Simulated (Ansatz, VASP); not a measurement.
## Mo in VASP and in Ansatz

```
Mo
1.0
    -2.06932    1.66198    1.66198
     1.66198   -2.06932    1.66198
     1.66198    1.66198   -2.06932
Mo
1
Cartesian
  0.0000 0.0000 0.0000
```

Alike in both runs: task single point; functional PBE; k mesh 22 × 22 × 22; occupations gaussian, width 0.15 eV; no spin polarisation.

|  | VASP | Ansatz |
| --- | --- | --- |
| version | VASP 6.6.1 | Ansatz 0.2.0 |
| potentials or method | VASP PAW PBE potentials, release 64 (Mo_sv), cutoff 520 eV | scalar-relativistic, plane waves, PAW |
| valence electrons in the cell | 14 | 14 |

Ansatz gave:

- gap on the k mesh at the Fermi level (eV): none
- pressure (GPa): 13.5
- traceless stress, the component that is largest in VASP (GPa): 38.59

**Question.** Which values does VASP return?

**Answer.** gap on the k mesh at the Fermi level (eV): none; pressure (GPa): 14.9; traceless stress, the component that is largest in VASP (GPa): 39.78.

A gap of «none» marks a metal or a gap that the smearing closes.
